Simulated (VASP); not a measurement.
# Si2P3 (P-6m2) in VASP: single point with PBE

Aim: the single point of Si2P3 with PBE.

Program: VASP 6.6.1. These are calculated values, not measurements. Logs are shortened: lines on timing, memory, paths and dates and some standing lists are left out, and cuts for length are marked.

## Step 1: The cell of the first run

The structure is hexagonal, space group P-6m2 (No. 187). Conventional cell: a = 4.252 Å, b = 4.252 Å, c = 5.274 Å, α = 90.00°, β = 90.00°, γ = 120.00°. Si (site symmetry -6m2) has 8 P at 2.64 to 2.77 Å and 6 Si at 3.60 Å within 3.7 Å. Within 3.2 Å of Si (site symmetry -6m2) lie 9 P at 2.45 to 2.81 Å. Within 3.4 Å of P (site symmetry 3m) lie 5 P at 2.56 to 2.81 Å and 6 Si at 2.77 to 2.81 Å. Within 3.2 Å of P (site symmetry -6m2) lie 5 Si at 2.45 to 2.64 Å and 6 P at 2.81 Å.

The cell was built from a structure type or drawn by symmetry, and may not be a known phase.

## Step 2: Single point, PBE

INCAR

```
  PREC = Accurate
  ENCUT = 520
  EDIFF = 1E-7
  ISMEAR = 0
  SIGMA = 0.1
  LREAL = False
  LASPH = True
  NELM = 100
  ALGO = Normal
  ISIF = 2
  LWAVE = False
  LCHARG = False
  GGA = PE
  NBANDS = 20
```

KPOINTS

```
regular mesh
0
Gamma
  6 6 4
```

POSCAR

```
Si2P3
1.0
    4.2519548100      0.0000000000      0.0000000000
   -2.1259774100      3.6823008900      0.0000000000
    0.0000000000      0.0000000000      5.2738873800
Si P
2 3
Direct
    0.0000000000      0.0000000000      0.0000000000
    0.3333333300      0.6666666700      0.5000000000
    0.6666666700      0.3333333300      0.2422697800
    0.6666666700      0.3333333300      0.7577302200
    0.0000000000      0.0000000000      0.5000000000
```

Potentials or basis: VASP PAW PBE potentials, release 64 (Si, P).

The run is started by

```
> cat potpaw_PBE.64/Si/POTCAR potpaw_PBE.64/P/POTCAR > POTCAR
> mpirun -np 1 vasp_std > vasp.out
```

OUTCAR:

```text
PREC = Accurate
   ENCUT = 520
   EDIFF = 1E-7
   ISMEAR = 0
   LREAL = False
   LASPH = True
   NELM = 100
   ISIF = 2
   GGA = PE

 ion  position               nearest neighbor table
   1  0.000  0.000  0.000-   5 2.64   5 2.64   3 2.77   4 2.77   3 2.77   4 2.77   3 2.77   4 2.77

   2  0.333  0.667  0.500-   5 2.45   5 2.45   5 2.45   3 2.81   4 2.81   3 2.81   4 2.81   3 2.81
                             4 2.81
   3  0.667  0.333  0.242-   4 2.56   4 2.72   1 2.77   1 2.77   1 2.77   2 2.81   5 2.81   2 2.81
                             5 2.81   5 2.81   2 2.81
   4  0.667  0.333  0.758-   3 2.56   3 2.72   1 2.77   1 2.77   1 2.77   2 2.81   5 2.81   2 2.81
                             5 2.81   5 2.81   2 2.81
   5  0.000  0.000  0.500-   2 2.45   2 2.45   2 2.45   1 2.64   1 2.64   3 2.81   4 2.81   4 2.81
                             3 2.81   4 2.81   3 2.81

  LATTYP: Found a hexagonal cell.
 ALAT       =     4.2519548100
 C/A-ratio  =     1.2403441748

  Lattice vectors:

 A1 = (   4.2519548100,   0.0000000000,   0.0000000000)
 A2 = (  -2.1259774100,   3.6823008900,   0.0000000000)
 A3 = (   0.0000000000,   0.0000000000,   5.2738873800)

Analysis of symmetry for initial positions (statically):
=====================================================================
 Subroutine PRICEL returns:
 Original cell was already a primitive cell.

 Routine SETGRP: Setting up the symmetry group for a
 hexagonal supercell.

 Subroutine GETGRP returns: Found 12 space group operations
 (whereof 12 operations were pure point group operations)
 out of a pool of 24 trial point group operations.

The static configuration has the point symmetry D_3h.

Analysis of symmetry for dynamics (positions and initial velocities):
=====================================================================
 Subroutine PRICEL returns:
 Original cell was already a primitive cell.

 Routine SETGRP: Setting up the symmetry group for a
 hexagonal supercell.

 Subroutine GETGRP returns: Found 12 space group operations
 (whereof 12 operations were pure point group operations)
 out of a pool of 24 trial point group operations.

The dynamic configuration has the point symmetry D_3h.

 Subroutine INISYM returns: Found 12 space group operations
 (whereof 12 operations are pure point group operations),
 and found     1 'primitive' translations

----------------------------------------------------------------------------------------

                                     Primitive cell

  volume of cell :      82.5731

  direct lattice vectors                    reciprocal lattice vectors
     4.251954810  0.000000000  0.000000000     0.235185943  0.135784667  0.000000000
    -2.125977410  3.682300890  0.000000000     0.000000000  0.271569334  0.000000000
     0.000000000  0.000000000  5.273887380     0.000000000  0.000000000  0.189613454

  length of vectors
     4.251954810  4.251954820  5.273887380     0.271569335  0.271569334  0.189613454

  position of ions in fractional coordinates (direct lattice)
     0.000000000  0.000000000  0.000000000
     0.333333330  0.666666670  0.500000000
     0.666666670  0.333333330  0.242269780
     0.666666670  0.333333330  0.757730220
     0.000000000  0.000000000  0.500000000

  ion indices of the primitive-cell ions
   primitive index   ion index
                 1           1
                 2           2
                 3           3
                 4           4
                 5           5

----------------------------------------------------------------------------------------

 KPOINTS: regular mesh

Automatic generation of k-mesh.
 Grid dimensions read from file:
 generate k-points for:    6    6    4

 Generating k-lattice:

  Cartesian coordinates                     Fractional coordinates (reciprocal lattice)
     0.039197657  0.022630778  0.000000000     0.166666667 -0.000000000  0.000000000
     0.000000000  0.045261556  0.000000000     0.000000000  0.166666667  0.000000000
     0.000000000  0.000000000  0.047403363     0.000000000  0.000000000  0.250000000

  Length of vectors
     0.045261556  0.045261556  0.047403363

  Shift w.r.t. Gamma in fractional coordinates (k-lattice)
     0.000000000  0.000000000  0.000000000

 Subroutine IBZKPT returns following result:
 ===========================================

 Found     21 irreducible k-points:

 Following reciprocal coordinates:
            Coordinates               Weight
  0.000000  0.000000  0.000000      1.000000
  0.166667  0.000000  0.000000      6.000000
  0.333333  0.000000  0.000000      6.000000
  0.500000  0.000000  0.000000      3.000000
  0.166667  0.166667  0.000000      6.000000
  0.333333  0.166667  0.000000     12.000000
[... 13 lines left out ...]
  0.333333  0.166667  0.500000     12.000000
  0.333333  0.333333  0.500000      2.000000
   k-points           NKPTS =     21   k-points in BZ     NKDIM =     21   number of bands    NBANDS=     20
   number of dos      NEDOS =    301   number of ions     NIONS =      5
   total plane-waves  NPLWV =  40960
   dimension x,y,z NGX =    32 NGY =   32 NGZ =   40
   dimension x,y,z NGXF=    64 NGYF=   64 NGZF=   80
   ions per type =               2   3
   NGX,Y,Z   is equivalent  to a cutoff of  12.51, 12.51, 12.61 a.u.
   NGXF,Y,Z  is equivalent  to a cutoff of  25.02, 25.02, 25.22 a.u.
 SYSTEM =  unknown system
   PREC   = accura    normal or accurate (medium, high low for compatibility)
   ISTART =      0    job   : 0-new  1-cont  2-samecut
   ICHARG =      2    charge: 1-file 2-atom 10-const
   ISPIN  =      1    spin polarized calculation?
   LNONCOLLINEAR =      F non collinear calculations
   LSORBIT =      F    spin-orbit coupling
   LASPH  =      T    aspherical Exc in radial PAW
   ENCUT  =  520.0 eV  38.22 Ry    6.18 a.u.   7.91  7.91  9.81*2*pi/ulx,y,z
   NELM   =    100;   NELMIN=  2; NELMDL= -5     # of ELM steps
   EDIFF  = 0.1E-06   stopping-criterion for ELM
   LREAL  =      F    real-space projection
   EDIFFG = 0.1E-05   stopping-criterion for IOM
   NSW    =      0    number of steps for IOM
   IBRION =     -1    ionic relax: 0-MD 1-quasi-New 2-CG
   NFREE  =      0    steps in history (QN), initial steepest desc. (CG)
   ISIF   =      2    stress and relaxation
   ISYM   =      2    0-nonsym 1-usesym 2-fastsym
   POTIM  = 0.5000    time-step for ionic-motion
   TEBEG  =    0.0;   TEEND  =   0.0 temperature during run
   PSTRESS=    0.0 pullay stress
   NELECT =      23.0000    total number of electrons
   NUPDOWN=      -1.0000    fix difference up-down
   EMIN   =  10.00;   EMAX   =-10.00  energy-range for DOS
   EFERMI =   0.00;   METHOD = LEGACY
   ISMEAR =     0;   SIGMA  =   0.10  broadening in eV -4-tet -1-fermi 0-gaus
   EFERMI_NEDOS =   21; number of points for ismear=-14 and -15
   IALGO  =     38    algorithm
   IMIX   =      4    mixing-type and parameters
     AMIX     =   0.40;   BMIX     =  1.00
     AMIX_MAG =   1.60;   BMIX_MAG =  1.00
  volume/ion in A,a.u.               =      16.51       111.45
  Fermi-wavevector in a.u.,A,eV,Ry     =   1.069148  2.020397 15.552515  1.143078
  Thomas-Fermi vector in A             =   2.204818
   LORBIT       =      0    0 simple, 1 ext, 2 COOP (PROOUT), +10 PAW based schemes
   GGA     = PE    functional components
   LHFCALC =     F    Hartree Fock is set to
   AEXX    =    0.0000 exact exchange contribution
   IVDW    =     0    specifies the selected vdW correction
   LEPSILON=     F    determine dielectric tensor
   LRPA    =     F    only Hartree local field effects (RPA)
 non-spin polarized calculation
 Gauss-broadening in eV      SIGMA  =   0.10
  energy-cutoff  :      520.00
  volume of cell :       82.57
 maximum number of plane-waves:      2247
 NGX is ok and might be reduce to    32
   NGX = 15   NGY = 15   NGZ = 19

 number of electron      22.9999999 magnetization

 Free energy of the ion-electron system (eV)
  ---------------------------------------------------
  ext. energy  EPLUGINS =         0.00000000
  ---------------------------------------------------
  free energy    TOTEN  =       -23.48125418 eV

  energy without entropy =      -23.46366695  energy(sigma->0) =      -23.47246057

 E-fermi :   8.2166     XC(G=0): -10.6401

 val. band max:        8.1994725568   @ k =   0.3333   0.1667   0.5000
 cond. band min:       8.2326103589   @ k =   0.1667   0.0000   0.5000
 fundamental gap:      0.0331378021
 Fermi energy:         8.2165746598

 k-point     1 :       0.0000    0.0000    0.0000
  band No.  band energies     occupation
      1      -6.9415      2.00000
      2      -1.7524      2.00000
      3      -1.7472      2.00000
      4       1.5792      2.00000
      5       3.3538      2.00000
      6       3.3538      2.00000
[... 12 lines left out ...]
     19      12.3577      0.00000
     20      12.3954      0.00000

 k-point     2 :       0.1667    0.0000    0.0000
  band No.  band energies     occupation
      1      -6.6755      2.00000
      2      -1.7739      2.00000
      3      -1.5339      2.00000
      4       0.3510      2.00000
      5       2.5679      2.00000
      6       2.6750      2.00000
[... 12 lines left out ...]
     19      12.6966      0.00000
     20      13.2187      0.00000

 k-point     3 :       0.3333    0.0000    0.0000
  band No.  band energies     occupation
      1      -5.9093      2.00000
      2      -2.7200      2.00000
      3      -0.9570      2.00000
      4      -0.2068      2.00000
      5       1.7009      2.00000
      6       1.8244      2.00000
[... 12 lines left out ...]
     19      14.2801      0.00000
     20      15.1570      0.00000

 k-point     4 :       0.5000    0.0000    0.0000
  band No.  band energies     occupation
      1      -5.0848      2.00000
      2      -3.8632      2.00000
      3      -0.5130      2.00000
      4       0.0390      2.00000
      5       1.4408      2.00000
      6       1.5661      2.00000
[... 360 lines left out ...]
 k-point    20 :       0.3333    0.1667    0.5000
  band No.  band energies     occupation
      1      -4.5494      2.00000
      2      -3.3598      2.00000
      3      -2.7474      2.00000
      4      -0.4691      2.00000
      5      -0.2936      2.00000
      6       3.1000      2.00000
[... 12 lines left out ...]
     19      13.5677      0.00000
     20      14.5273      0.00000

 k-point    21 :       0.3333    0.3333    0.5000
  band No.  band energies     occupation
      1      -3.7180      2.00000
      2      -3.3578      2.00000
      3      -3.0780      2.00000
      4      -1.2962      2.00000
      5      -0.7895      2.00000
      6       2.4420      2.00000
[... 12 lines left out ...]
     19      15.3320      0.00000
     20      16.1625      0.00000

------------------------ aborting loop because EDIFF is reached ----------------------------------------

  FORCE on cell =-STRESS in cart. coord.  units (eV):
  Direction    XX          YY          ZZ          XY          YZ          ZX
  --------------------------------------------------------------------------------------
  -------------------------------------------------------------------------------------
  Total        0.6840540      0.6840540     -2.8699731     -0.0000000     -0.0000000     -0.0000000
  in kB       13.2727893     13.2727893    -55.6864639     -0.0000000     -0.0000000     -0.0000000
  external PRESSURE =      -9.7136284 kB  Pullay stress =       0.0000000 kB

 VOLUME and BASIS-vectors are now :
 -----------------------------------------------------------------------------
  energy-cutoff  :      520.00
  volume of cell :       82.57
      direct lattice vectors                 reciprocal lattice vectors
     4.251954810  0.000000000  0.000000000     0.235185943  0.135784667  0.000000000
    -2.125977410  3.682300890  0.000000000     0.000000000  0.271569334  0.000000000
     0.000000000  0.000000000  5.273887380     0.000000000  0.000000000  0.189613454

 POSITION                                       TOTAL-FORCE (eV/Angst)
 -----------------------------------------------------------------------------------
      0.00000      0.00000      0.00000        -0.000000      0.000000      0.000000
     -0.00000      2.45487      2.63694        -0.000000      0.000000      0.000000
      2.12598      1.22743      1.27770         0.000000     -0.000000     -0.663306
      2.12598      1.22743      3.99618         0.000000      0.000000      0.663306
      0.00000      0.00000      2.63694        -0.000000      0.000000      0.000000
 -----------------------------------------------------------------------------------
    total drift:                               -0.000010      0.000006      0.000000

  FREE ENERGIE OF THE ION-ELECTRON SYSTEM (eV)
  ---------------------------------------------------
  free  energy   TOTEN  =       -23.4812541815 eV

  energy  without entropy=      -23.4636669486  energy(sigma->0) =      -23.47246057
```

Wall time 45 s (1 thread of Intel Xeon 8259CL, shared host); peak memory 0.19 GiB.

Results:

- Free energy: -23.4813 eV
- Pressure: -1.0 GPa
- Largest force: 0.663 eV/Å
- Band gap on the k mesh: zero (an odd number of electrons rules out a gap without spin polarisation)

Forces in eV/Å, atoms in the order of the input:
```
Si   0.000  0.000  0.000
Si   0.000  0.000  0.000
P    0.000  0.000 -0.663
P    0.000  0.000  0.663
P    0.000  0.000  0.000
```

Stress tensor (GPa, compression positive):
```
 1.33  0.00  0.00
 0.00  1.33  0.00
 0.00  0.00 -5.57
```

Levels at points of the mesh, in eV from the Fermi level:
| k point | band 9 | band 10 | band 11 | band 12 | band 13 | band 14 | band 15 | band 16 |
| --- | --- | --- | --- | --- | --- | --- | --- | --- |
| (0.00, 0.00, 0.00) | -2.95 | -2.18 | -1.65 | -0.51 | -0.51 | 0.54 | 0.54 | 2.16 |
| (0.50, 0.00, 0.00) | -1.50 | -1.46 | -1.01 | 0.08 | 1.93 | 2.91 | 2.94 | 4.44 |
| (0.00, 0.00, 0.50) | -3.16 | -3.16 | -2.99 | -2.99 | -1.75 | 0.78 | 0.78 | 1.87 |
| (0.50, 0.00, 0.50) | -1.96 | -1.67 | -0.37 | -0.23 | 1.53 | 2.42 | 3.07 | 3.74 |
